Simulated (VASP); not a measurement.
# Ru in VASP: a series of runs, part 2 of 2

VASP 6.6.1.

**6. Single point, PBE**

Input file INCAR:

```
SYSTEM = Ru
PREC     = Accurate       ! precision mode
ENCUT    = 520            ! plane-wave cutoff, eV
EDIFF    = 1E-6           ! SCF threshold, eV
ISMEAR   = 1              ! smearing method
SIGMA    = 0.2            ! smearing width, eV
LREAL    = .FALSE.        ! projectors in reciprocal space
LASPH    = .TRUE.         ! aspherical terms in the spheres
NELM     = 80             ! most SCF steps
ALGO     = Fast           ! electronic algorithm
ISIF     = 2              ! what is computed and relaxed
LWAVE    = .FALSE.        ! write WAVECAR
LCHARG   = .FALSE.        ! write CHGCAR
LDIPOL   = .TRUE.       
IDIPOL   = 3            
DIPOL    = 0.5 0.5 0.500
GGA      = PE             ! functional
NBANDS   = 43             ! bands
```

Input file KPOINTS:

```
regular mesh
0
G
  15 15 1
  0 0 0
```

Input file POSCAR:

```
Ru
1.0
    2.7200250909      0.0000000000      0.0000000000
   -1.3600125454      2.3556108276      0.0000000000
    0.0000000000      0.0000000000     23.5935389932
Ru
5
Direct
    0.3333333333      0.6666666667      0.3178836376
    0.6666666667      0.3333333333      0.4089418188
    0.3333333333      0.6666666667      0.5000000000
    0.6666666667      0.3333333333      0.5910581812
    0.3333333333      0.6666666667      0.6821163624
```

Potentials or basis: VASP PAW PBE potentials, release 64 (Ru_pv).

Started as:

```bash
$ cat potpaw_PBE.64/Ru_pv/POTCAR > POTCAR
$ mpirun -np 1 vasp_std > vasp.out
```

OUTCAR:

```text
SYSTEM = Ru
   PREC = Accurate
   ENCUT = 520
   EDIFF = 1E-6
   ISMEAR = 1
   LREAL = .FALSE.
   LASPH = .TRUE.
   NELM = 80
   ISIF = 2
   GGA = PE

 ion  position               nearest neighbor table
   1  0.333  0.667  0.318-   2 2.66   2 2.66   2 2.66
   2  0.667  0.333  0.409-   3 2.66   1 2.66   3 2.66   1 2.66   3 2.66   1 2.66
   3  0.333  0.667  0.500-   2 2.66   4 2.66   2 2.66   4 2.66   2 2.66   4 2.66
   4  0.667  0.333  0.591-   3 2.66   5 2.66   3 2.66   5 2.66   3 2.66   5 2.66
   5  0.333  0.667  0.682-   4 2.66   4 2.66   4 2.66

  LATTYP: Found a hexagonal cell.
 ALAT       =     2.7200250909
 C/A-ratio  =     8.6740152038

  Lattice vectors:

 A1 = (   2.7200250909,   0.0000000000,   0.0000000000)
 A2 = (  -1.3600125454,   2.3556108276,   0.0000000000)
 A3 = (   0.0000000000,   0.0000000000,  23.5935389932)

Analysis of symmetry for initial positions (statically):
=====================================================================
 Subroutine PRICEL returns:
 Original cell was already a primitive cell.

 Routine SETGRP: Setting up the symmetry group for a
 hexagonal supercell.

 Subroutine GETGRP returns: Found 12 space group operations
 (whereof 12 operations were pure point group operations)
 out of a pool of 24 trial point group operations.

The static configuration has the point symmetry D_3h.

Analysis of symmetry for dynamics (positions and initial velocities):
=====================================================================
 Subroutine PRICEL returns:
 Original cell was already a primitive cell.

 Routine SETGRP: Setting up the symmetry group for a
 hexagonal supercell.

 Subroutine GETGRP returns: Found 12 space group operations
 (whereof 12 operations were pure point group operations)
 out of a pool of 24 trial point group operations.

The dynamic configuration has the point symmetry D_3h.

 Subroutine INISYM returns: Found 12 space group operations
 (whereof 12 operations are pure point group operations),
 and found     1 'primitive' translations

----------------------------------------------------------------------------------------

                                     Primitive cell

  volume of cell :     151.1714

  direct lattice vectors                    reciprocal lattice vectors
     2.720025091  0.000000000  0.000000000     0.367643667  0.212259170  0.000000000
    -1.360012545  2.355610828  0.000000000     0.000000000  0.424518341  0.000000000
     0.000000000  0.000000000 23.593538993     0.000000000  0.000000000  0.042384485

  length of vectors
     2.720025091  2.720025091 23.593538993     0.424518341  0.424518341  0.042384485

  position of ions in fractional coordinates (direct lattice)
     0.333333333  0.666666667  0.317883638
     0.666666667  0.333333333  0.408941819
     0.333333333  0.666666667  0.500000000
     0.666666667  0.333333333  0.591058181
     0.333333333  0.666666667  0.682116362

  ion indices of the primitive-cell ions
   primitive index   ion index
                 1           1
                 2           2
                 3           3
                 4           4
[... 34 lines left out ...]
  0.266667  0.000000  0.000000      6.000000
  0.333333 -0.000000  0.000000      6.000000
[... 16 lines left out ...]
  0.333333  0.200000  0.000000     12.000000
  0.400000  0.200000  0.000000      6.000000
 [... further k-points ...]
   k-points           NKPTS =     27   k-points in BZ     NKDIM =     27   number of bands    NBANDS=     43
   number of dos      NEDOS =    301   number of ions     NIONS =      5
   total plane-waves  NPLWV =  72000
   dimension x,y,z NGX =    20 NGY =   20 NGZ =  180
   dimension x,y,z NGXF=    40 NGYF=   40 NGZF=  360
   ions per type =               5
   NGX,Y,Z   is equivalent  to a cutoff of  12.22, 12.22, 12.68 a.u.
   NGXF,Y,Z  is equivalent  to a cutoff of  24.45, 24.45, 25.37 a.u.
 SYSTEM =  Ru
   PREC   = accura    normal or accurate (medium, high low for compatibility)
   ISTART =      0    job   : 0-new  1-cont  2-samecut
   ICHARG =      2    charge: 1-file 2-atom 10-const
   ISPIN  =      1    spin polarized calculation?
   LNONCOLLINEAR =      F non collinear calculations
   LSORBIT =      F    spin-orbit coupling
   LASPH  =      T    aspherical Exc in radial PAW
   ENCUT  =  520.0 eV  38.22 Ry    6.18 a.u.   5.06  5.06 43.87*2*pi/ulx,y,z
   NELM   =     80;   NELMIN=  2; NELMDL= -5     # of ELM steps
   EDIFF  = 0.1E-05   stopping-criterion for ELM
   LREAL  =      F    real-space projection
   EDIFFG = 0.1E-04   stopping-criterion for IOM
   NSW    =      0    number of steps for IOM
   IBRION =     -1    ionic relax: 0-MD 1-quasi-New 2-CG
   NFREE  =      0    steps in history (QN), initial steepest desc. (CG)
   ISIF   =      2    stress and relaxation
   ISYM   =      2    0-nonsym 1-usesym 2-fastsym
   POTIM  = 0.5000    time-step for ionic-motion
   TEBEG  =    0.0;   TEEND  =   0.0 temperature during run
   PSTRESS=    0.0 pullay stress
   NELECT =      70.0000    total number of electrons
   NUPDOWN=      -1.0000    fix difference up-down
   EMIN   =  10.00;   EMAX   =-10.00  energy-range for DOS
   EFERMI =   0.00;   METHOD = LEGACY
   ISMEAR =     1;   SIGMA  =   0.20  broadening in eV -4-tet -1-fermi 0-gaus
   EFERMI_NEDOS =   21; number of points for ismear=-14 and -15
   IALGO  =     68    algorithm
   IMIX   =      4    mixing-type and parameters
     AMIX     =   0.40;   BMIX     =  1.00
     AMIX_MAG =   1.60;   BMIX_MAG =  1.00
  volume/ion in A,a.u.               =      30.23       204.03
  Fermi-wavevector in a.u.,A,eV,Ry     =   1.266536  2.393407 21.825301  1.604114
  Thomas-Fermi vector in A             =   2.399732
   LORBIT       =      0    0 simple, 1 ext, 2 COOP (PROOUT), +10 PAW based schemes
   GGA     = PE    functional components
   LHFCALC =     F    Hartree Fock is set to
   AEXX    =    0.0000 exact exchange contribution
   IVDW    =     0    specifies the selected vdW correction
   LEPSILON=     F    determine dielectric tensor
   LRPA    =     F    only Hartree local field effects (RPA)
 non-spin polarized calculation
 RMM-DIIS sequential band-by-band and
 Methfessel and Paxton  Order N= 1 SIGMA  =   0.20
  energy-cutoff  :      520.00
  volume of cell :      151.17
 maximum number of plane-waves:      4105
   NGX = 11   NGY = 11   NGZ = 87

 dipolmoment           0.000000      0.000000      0.000000 electrons x Angstroem

 number of electron      70.0000016 magnetization

 dipolmoment           0.000000      0.000000     -0.000000 electrons x Angstroem

 Free energy of the ion-electron system (eV)
  ---------------------------------------------------
  ext. energy  EPLUGINS =         0.00000000
  ---------------------------------------------------
  free energy    TOTEN  =       -43.99362836 eV

  energy without entropy =      -43.99775189  energy(sigma->0) =      -43.99500287

 E-fermi :   3.0611     XC(G=0):  -7.2567

 val. band max:        3.0435764528   @ k =   0.4000   0.2000   0.0000
 cond. band min:       3.1171544550   @ k =   0.2667   0.1333   0.0000
 fundamental gap:      0.0735780022
 Fermi energy:         3.0611101035

 k-point     1 :       0.0000    0.0000    0.0000
  band No.  band energies     occupation
      1     -40.5053      2.00000
      2     -40.2365      2.00000
      3     -39.8308      2.00000
      4     -39.7193      2.00000
      5     -39.7193      2.00000
      6     -39.6891      2.00000
[... 1093 lines left out ...]
     42       8.8182      0.00000
     43       9.3477      0.00000

 [... further k-points ...]

------------------------ aborting loop because EDIFF is reached ----------------------------------------

 vacuum level on the upper side and lower side of the slab       (xc-potential included)        -0.168        -0.168

  FORCE on cell =-STRESS in cart. coord.  units (eV):
  Direction    XX          YY          ZZ          XY          YZ          ZX
  --------------------------------------------------------------------------------------
  -------------------------------------------------------------------------------------
  Total       -4.0393379     -4.0393379     -2.9085841     -0.0000000      0.0000000      0.0000000
  in kB      -42.8105913    -42.8105913    -30.8263903     -0.0000000      0.0000000      0.0000000
  external PRESSURE =     -38.8158576 kB  Pullay stress =       0.0000000 kB

 VOLUME and BASIS-vectors are now :
 -----------------------------------------------------------------------------
  energy-cutoff  :      520.00
  volume of cell :      151.17
      direct lattice vectors                 reciprocal lattice vectors
     2.720025091  0.000000000  0.000000000     0.367643667  0.212259170  0.000000000
    -1.360012545  2.355610828  0.000000000     0.000000000  0.424518341  0.000000000
     0.000000000  0.000000000 23.593538993     0.000000000  0.000000000  0.042384485

 POSITION                                       TOTAL-FORCE (eV/Angst)
 -----------------------------------------------------------------------------------
     -0.00000      1.57041      7.50000        -0.000000     -0.000000      0.692847
      1.36001      0.78520      9.64838        -0.000000      0.000000     -0.722373
     -0.00000      1.57041     11.79677         0.000000     -0.000000     -0.000000
      1.36001      0.78520     13.94515        -0.000000      0.000000      0.722373
     -0.00000      1.57041     16.09354        -0.000000      0.000000     -0.692847
 -----------------------------------------------------------------------------------
    total drift:                                0.000000     -0.000000      0.000000

  FREE ENERGIE OF THE ION-ELECTRON SYSTEM (eV)
  ---------------------------------------------------
  free  energy   TOTEN  =       -43.9936283617 eV

  energy  without entropy=      -43.9977518854  energy(sigma->0) =      -43.99500287

 vacuum level on the upper side and lower side of the slab         7.926         7.926
```

Run time: 4.9 min. Hardware: 1 thread of Intel Xeon Platinum 8259CL at 2.50GHz (Skylake/Cascade Lake), shared host; peak memory 0.31 GiB.

What came out:

```
Free energy            : -43.9936 eV
Largest force          : 0.722 eV/Å
Band gap on the k mesh : zero (band 35 reaches 4.40 eV, above the bottom of band 36 at 2.05 eV)
```

Forces in eV/Å, atoms in the order of the input:
```
Ru   0.000  0.000  0.693
Ru   0.000  0.000 -0.722
Ru   0.000  0.000  0.000
Ru   0.000  0.000  0.722
Ru   0.000  0.000 -0.693
```

**7. Single point, PBE**

Input file INCAR:

```
PREC = Accurate
ENCUT = 520
EDIFF = 1E-6
ISMEAR = 0
SIGMA = 0.1
LREAL = F
LASPH = T
NELM = 100
ALGO = Fast
ISIF = 2
LWAVE = F
LCHARG = F
GGA = PE
NBANDS = 43
```

Input file KPOINTS:

```
regular mesh
0
Gamma
  15 15 1
```

POSCAR is that of step 6.

Started as:

```bash
$ cat potpaw_PBE.64/Ru_pv/POTCAR > POTCAR
$ mpirun -np 1 vasp_std > vasp.out
```

It took 4.8 min on 1 thread of Intel Xeon Platinum 8259CL at 2.50GHz (Skylake/Cascade Lake), shared host; peak memory 0.31 GiB.

Results (log left out):

| Quantity | Value |
| --- | --- |
| Free energy | -44.0097 eV |
| Largest force | 0.713 eV/Å |
| Band gap on the k mesh | zero (band 35 reaches 4.40 eV, above the bottom of band 36 at 2.05 eV) |

Forces on the atoms (eV/Å):
```
Ru   0.000  0.000  0.682
Ru   0.000  0.000 -0.713
Ru   0.000  0.000  0.000
Ru   0.000  0.000  0.713
Ru   0.000  0.000 -0.682
```

Levels at points of the mesh, in eV from the Fermi level:
| k point | band 31 | band 32 | band 33 | band 34 | band 35 | band 36 | band 37 | band 38 | band 39 | band 40 |
| --- | --- | --- | --- | --- | --- | --- | --- | --- | --- | --- |
| (0.00, 0.00, 0.00) | -2.01 | -1.83 | -1.83 | -1.19 | -0.96 | -0.96 | -0.17 | -0.17 | 0.36 | 0.59 |

**8. The runs side by side**

| smearing | dipole correction | electric field (eV/Å) | gap on the mesh (eV) | largest force (eV/Å) |
| --- | --- | --- | --- | --- |
| gaussian 0.1 eV | yes | - | none | 0.01 |
| fermi-dirac 0.025 eV | yes | - | none | 0.71 |
| gaussian 0.1 eV | yes | 0.1 | none | 0.72 |
| methfessel-paxton 0.2 eV | yes | - | none | 0.72 |
| gaussian 0.1 eV | no | - | none | 0.71 |

Some of these runs hold the atoms at other places in the same cell, which the table doesn't show; runs alike in all that it shows share one row.

Alike in all rows: task single point; level PBE; potentials or basis VASP PAW PBE potentials, release 64 (Ru_pv); no spin polarisation; cell a = 2.720, b = 2.720, c = 23.594 Å, angles 90.0, 90.0, 120.0°, 5 atoms; k mesh 15 × 15 × 1; cutoff (eV) 520.

Every run on the cell as given and a fine mesh finds a metal.

Total energies depend on the potentials used, so only differences within one code and one set of settings carry meaning.
